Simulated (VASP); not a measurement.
# Zn2O (antifluorite type) (Fm-3m) in VASP: single point with PBE

Aim: the single point of Zn2O (antifluorite type) with PBE.

All numbers are computed with VASP 6.6.1; they aren't measurements. Logs are shortened: lines on timing, memory, paths and dates and some standing lists are left out, and cuts for length are marked.

**1. The cell of the first run**

The structure is cubic, space group Fm-3m (No. 225). Conventional cell: a = 5.422 Å, b = 5.422 Å, c = 5.422 Å, α = 90.00°, β = 90.00°, γ = 90.00°. Within 3.1 Å of Zn (site symmetry -43m) lie 4 O at 2.35 Å and 6 Zn at 2.71 Å. O (site symmetry m-3m) has 8 Zn at 2.35 Å within 3.1 Å.

**2. Single point, PBE**

Input file INCAR:

```
SYSTEM = Zn2O
ALGO = Normal ; EDIFF = 1E-6
ENCUT = 520 ; GGA = PE
ISIF = 2 ; ISMEAR = -1
LASPH = .TRUE. ; LCHARG = .FALSE.
LREAL = .FALSE. ; LWAVE = .FALSE.
NBANDS = 22 ; NELM = 100
PREC = Accurate ; SIGMA = 0.06122561905347299
```

Input file KPOINTS:

```
k-points
0
G
  34 34 34
  0 0 0
```

Input file POSCAR:

```
Zn2O
1.0
    0.0000000000      2.7111867240      2.7111867240
    2.7111867240      0.0000000000      2.7111867240
    2.7111867240      2.7111867240      0.0000000000
Zn O
2 1
Direct
    0.2500000000      0.2500000000      0.2500000000
    0.7500000000      0.7500000000      0.7500000000
    0.0000000000      0.0000000000      0.0000000000
```

Potentials or basis: VASP PAW PBE potentials, release 64 (Zn, O).

The run is started by

```console
$ cat potpaw_PBE.64/Zn/POTCAR potpaw_PBE.64/O/POTCAR > POTCAR
$ mpirun -np 1 vasp_std > vasp.out
```

OUTCAR:

```text
SYSTEM = Zn2O
   EDIFF = 1E-6
   ENCUT = 520
   GGA = PE
   ISIF = 2
   ISMEAR = -1
   LASPH = .TRUE.
   LREAL = .FALSE.
   NELM = 100
   PREC = Accurate

 ion  position               nearest neighbor table
   1  0.250  0.250  0.250-   3 2.35   3 2.35   3 2.35   3 2.35   2 2.71   2 2.71   2 2.71   2 2.71
                             2 2.71   2 2.71
   2  0.750  0.750  0.750-   3 2.35   3 2.35   3 2.35   3 2.35   1 2.71   1 2.71   1 2.71   1 2.71
                             1 2.71   1 2.71
   3  0.000  0.000  0.000-   2 2.35   2 2.35   2 2.35   1 2.35   2 2.35   1 2.35   1 2.35   1 2.35

  LATTYP: Found a face centered cubic cell.
 ALAT       =     5.4223734480

  Lattice vectors:

 A1 = (   0.0000000000,   2.7111867240,   2.7111867240)
 A2 = (   2.7111867240,   0.0000000000,   2.7111867240)
 A3 = (   2.7111867240,   2.7111867240,   0.0000000000)

Analysis of symmetry for initial positions (statically):
=====================================================================
 Subroutine PRICEL returns:
 Original cell was already a primitive cell.

 Routine SETGRP: Setting up the symmetry group for a
 face centered cubic supercell.

 Subroutine GETGRP returns: Found 48 space group operations
 (whereof 48 operations were pure point group operations)
 out of a pool of 48 trial point group operations.

The static configuration has the point symmetry O_h .

Analysis of symmetry for dynamics (positions and initial velocities):
=====================================================================
 Subroutine PRICEL returns:
 Original cell was already a primitive cell.

 Routine SETGRP: Setting up the symmetry group for a
 face centered cubic supercell.

 Subroutine GETGRP returns: Found 48 space group operations
 (whereof 48 operations were pure point group operations)
 out of a pool of 48 trial point group operations.

The dynamic configuration has the point symmetry O_h .

 Subroutine INISYM returns: Found 48 space group operations
 (whereof 48 operations are pure point group operations),
 and found     1 'primitive' translations

----------------------------------------------------------------------------------------

                                     Primitive cell

  volume of cell :      39.8573

  direct lattice vectors                    reciprocal lattice vectors
     0.000000000  2.711186724  2.711186724    -0.184421086  0.184421086  0.184421086
     2.711186724  0.000000000  2.711186724     0.184421086 -0.184421086  0.184421086
     2.711186724  2.711186724  0.000000000     0.184421086  0.184421086 -0.184421086

  length of vectors
     3.834197035  3.834197035  3.834197035     0.319426691  0.319426691  0.319426691

  position of ions in fractional coordinates (direct lattice)
     0.250000000  0.250000000  0.250000000
     0.750000000  0.750000000  0.750000000
     0.000000000  0.000000000  0.000000000

  ion indices of the primitive-cell ions
   primitive index   ion index
                 1           1
                 2           2
                 3           3

----------------------------------------------------------------------------------------

 KPOINTS: k-points

Automatic generation of k-mesh.
 Grid dimensions read from file:
 generate k-points for:   34   34   34

 Generating k-lattice:

  Cartesian coordinates                     Fractional coordinates (reciprocal lattice)
    -0.005424150  0.005424150  0.005424150     0.029411765  0.000000000  0.000000000
     0.005424150 -0.005424150  0.005424150     0.000000000  0.029411765  0.000000000
     0.005424150  0.005424150 -0.005424150     0.000000000  0.000000000  0.029411765

  Length of vectors
     0.009394903  0.009394903  0.009394903

  Shift w.r.t. Gamma in fractional coordinates (k-lattice)
     0.000000000  0.000000000  0.000000000

 Subroutine IBZKPT returns following result:
 ===========================================

 Found   1059 irreducible k-points:

 Following reciprocal coordinates:
            Coordinates               Weight
  0.000000  0.000000  0.000000      1.000000
  0.029412  0.000000  0.000000      8.000000
  0.058824  0.000000  0.000000      8.000000
  0.088235  0.000000  0.000000      8.000000
  0.117647  0.000000  0.000000      8.000000
  0.147059  0.000000  0.000000      8.000000
[... 16 lines left out ...]
  0.147059  0.029412  0.000000     24.000000
  0.176471  0.029412  0.000000     24.000000
 [... further k-points ...]
   k-points           NKPTS =   1059   k-points in BZ     NKDIM =   1059   number of bands    NBANDS=     22
   number of dos      NEDOS =    301   number of ions     NIONS =      3
   total plane-waves  NPLWV =  27000
   dimension x,y,z NGX =    30 NGY =   30 NGZ =   30
   dimension x,y,z NGXF=    60 NGYF=   60 NGZF=   60
   ions per type =               2   1
   NGX,Y,Z   is equivalent  to a cutoff of  13.01, 13.01, 13.01 a.u.
   NGXF,Y,Z  is equivalent  to a cutoff of  26.02, 26.02, 26.02 a.u.
 SYSTEM =  Zn2O
   PREC   = accura    normal or accurate (medium, high low for compatibility)
   ISTART =      0    job   : 0-new  1-cont  2-samecut
   ICHARG =      2    charge: 1-file 2-atom 10-const
   ISPIN  =      1    spin polarized calculation?
   LNONCOLLINEAR =      F non collinear calculations
   LSORBIT =      F    spin-orbit coupling
   LASPH  =      T    aspherical Exc in radial PAW
   ENCUT  =  520.0 eV  38.22 Ry    6.18 a.u.   7.13  7.13  7.13*2*pi/ulx,y,z
   NELM   =    100;   NELMIN=  2; NELMDL= -5     # of ELM steps
   EDIFF  = 0.1E-05   stopping-criterion for ELM
   LREAL  =      F    real-space projection
   EDIFFG = 0.1E-04   stopping-criterion for IOM
   NSW    =      0    number of steps for IOM
   IBRION =     -1    ionic relax: 0-MD 1-quasi-New 2-CG
   NFREE  =      0    steps in history (QN), initial steepest desc. (CG)
   ISIF   =      2    stress and relaxation
   ISYM   =      2    0-nonsym 1-usesym 2-fastsym
   POTIM  = 0.5000    time-step for ionic-motion
   TEBEG  =    0.0;   TEEND  =   0.0 temperature during run
   PSTRESS=    0.0 pullay stress
   NELECT =      30.0000    total number of electrons
   NUPDOWN=      -1.0000    fix difference up-down
   EMIN   =  10.00;   EMAX   =-10.00  energy-range for DOS
   EFERMI =   0.00;   METHOD = LEGACY
   ISMEAR =    -1;   SIGMA  =   0.06  broadening in eV -4-tet -1-fermi 0-gaus
   EFERMI_NEDOS =   21; number of points for ismear=-14 and -15
   IALGO  =     38    algorithm
   IMIX   =      4    mixing-type and parameters
     AMIX     =   0.40;   BMIX     =  1.00
     AMIX_MAG =   1.60;   BMIX_MAG =  1.00
  volume/ion in A,a.u.               =      13.29        89.66
  Fermi-wavevector in a.u.,A,eV,Ry     =   1.489175  2.814133 30.172865  2.217643
  Thomas-Fermi vector in A             =   2.602117
   LORBIT       =      0    0 simple, 1 ext, 2 COOP (PROOUT), +10 PAW based schemes
   GGA     = PE    functional components
   LHFCALC =     F    Hartree Fock is set to
   AEXX    =    0.0000 exact exchange contribution
   IVDW    =     0    specifies the selected vdW correction
   LEPSILON=     F    determine dielectric tensor
   LRPA    =     F    only Hartree local field effects (RPA)
 non-spin polarized calculation
  energy-cutoff  :      520.00
  volume of cell :       39.86
 maximum number of plane-waves:      1090
 NGX is ok and might be reduce to    30
   NGX = 15   NGY = 15   NGZ = 15

 number of electron      30.0000022 magnetization

 Free energy of the ion-electron system (eV)
  ---------------------------------------------------
  ext. energy  EPLUGINS =         0.00000000
  ---------------------------------------------------
  free energy    TOTEN  =        -7.80707146 eV

  energy without entropy =       -7.80194546  energy(sigma->0) =       -7.80450846

 E-fermi :   4.1427     XC(G=0): -11.2684

 val. band max:        4.1331465278   @ k =  -0.2941   0.4706   0.1765
 cond. band min:       4.1599591388   @ k =  -0.2941   0.4412   0.1765
 fundamental gap:      0.0268126110
 Fermi energy:         4.1427179272

 k-point     1 :       0.0000    0.0000    0.0000
  band No.  band energies     occupation
      1     -16.1624      2.00000
      2      -5.1020      2.00000
      3      -5.1020      2.00000
      4      -5.1020      2.00000
      5      -4.8564      2.00000
      6      -4.8564      2.00000
[... 14 lines left out ...]
     21      13.5247      0.00000
     22      13.5247      0.00000

 k-point     2 :       0.0294    0.0000    0.0000
  band No.  band energies     occupation
      1     -16.1601      2.00000
      2      -5.1049      2.00000
      3      -5.0998      2.00000
      4      -5.0998      2.00000
      5      -4.8539      2.00000
      6      -4.8539      2.00000
[... 14 lines left out ...]
     21      13.4667      0.00000
     22      13.4746      0.00000

 k-point     3 :       0.0588    0.0000    0.0000
  band No.  band energies     occupation
      1     -16.1530      2.00000
      2      -5.1131      2.00000
      3      -5.0934      2.00000
      4      -5.0934      2.00000
      5      -4.8464      2.00000
      6      -4.8464      2.00000
[... 14 lines left out ...]
     21      13.3118      0.00000
     22      13.3550      0.00000

 k-point     4 :       0.0882    0.0000    0.0000
  band No.  band energies     occupation
      1     -16.1415      2.00000
      2      -5.1251      2.00000
      3      -5.0829      2.00000
      4      -5.0829      2.00000
      5      -4.8338      2.00000
      6      -4.8338      2.00000
[... 14 lines left out ...]
     21      13.0992      0.00000
     22      13.2409      0.00000

 k-point     5 :       0.1176    0.0000    0.0000
  band No.  band energies     occupation
      1     -16.1260      2.00000
      2      -5.1386      2.00000
      3      -5.0683      2.00000
      4      -5.0683      2.00000
      5      -4.8164      2.00000
      6      -4.8164      2.00000
[... 417 lines left out ...]
 k-point    22 :       0.1176    0.0294    0.0000
  band No.  band energies     occupation
      1     -16.1296      2.00000
      2      -5.1452      2.00000
      3      -5.0710      2.00000
      4      -5.0628      2.00000
      5      -4.8296      2.00000
      6      -4.8122      2.00000
[... 14 lines left out ...]
     21      13.2670      0.00000
     22      13.4319      0.00000

 k-point    23 :       0.1471    0.0294    0.0000
  band No.  band energies     occupation
      1     -16.1117      2.00000
      2      -5.1578      2.00000
      3      -5.0553      2.00000
      4      -5.0440      2.00000
      5      -4.8109      2.00000
      6      -4.7900      2.00000
[... 14 lines left out ...]
     21      13.0660      0.00000
     22      13.5049      0.00000

 k-point    24 :       0.1765    0.0294    0.0000
  band No.  band energies     occupation
      1     -16.0906      2.00000
      2      -5.1673      2.00000
      3      -5.0358      2.00000
      4      -5.0219      2.00000
      5      -4.7872      2.00000
      6      -4.7636      2.00000
[... 14 lines left out ...]
     21      12.8648      0.00000
     22      13.7686      0.00000

 [... further k-points ...]

------------------------ aborting loop because EDIFF is reached ----------------------------------------

  FORCE on cell =-STRESS in cart. coord.  units (eV):
  Direction    XX          YY          ZZ          XY          YZ          ZX
  --------------------------------------------------------------------------------------
  -------------------------------------------------------------------------------------
  Total        0.5345862      0.5345862      0.5345862      0.0000000      0.0000000      0.0000000
  in kB       21.4891915     21.4891915     21.4891915      0.0000000      0.0000000      0.0000000
  external PRESSURE =      21.4891915 kB  Pullay stress =       0.0000000 kB

 VOLUME and BASIS-vectors are now :
 -----------------------------------------------------------------------------
  energy-cutoff  :      520.00
  volume of cell :       39.86
      direct lattice vectors                 reciprocal lattice vectors
     0.000000000  2.711186724  2.711186724    -0.184421086  0.184421086  0.184421086
     2.711186724  0.000000000  2.711186724     0.184421086 -0.184421086  0.184421086
     2.711186724  2.711186724  0.000000000     0.184421086  0.184421086 -0.184421086

 POSITION                                       TOTAL-FORCE (eV/Angst)
 -----------------------------------------------------------------------------------
      1.35559      1.35559      1.35559        -0.000000     -0.000000     -0.000000
      4.06678      4.06678      4.06678         0.000000      0.000000      0.000000
      0.00000      0.00000      0.00000         0.000000     -0.000000      0.000000
 -----------------------------------------------------------------------------------
    total drift:                               -0.000000     -0.000000      0.000000

  FREE ENERGIE OF THE ION-ELECTRON SYSTEM (eV)
  ---------------------------------------------------
  free  energy   TOTEN  =        -7.8070714622 eV

  energy  without entropy=       -7.8019454627  energy(sigma->0) =       -7.80450846
```

It took 17 min on 1 thread of Oxide Virtual Turin-like, shared host; peak memory 0.79 GiB.

What came out:

| Quantity | Value |
| --- | --- |
| Free energy | -7.8071 eV |
| Pressure | 2.1 GPa |
| Band gap on the k mesh | zero (bands 15 and 16 overlap by 0.24 eV) |

Levels at points of the mesh, in eV from the Fermi level:
| k point | band 13 | band 14 | band 15 | band 16 | band 17 | band 18 |
| --- | --- | --- | --- | --- | --- | --- |
| (0.00, 0.00, 0.00) | -4.37 | -4.37 | -4.37 | 3.28 | 3.28 | 3.28 |
| (0.50, 0.00, 0.00) | -4.80 | -4.80 | -3.53 | 0.17 | 4.14 | 4.14 |
| (0.50, 0.50, 0.00) | -6.00 | -6.00 | -1.71 | 0.21 | 0.81 | 3.93 |

Caveat: semilocal functionals underestimate gaps, so a narrow gap can read as zero.
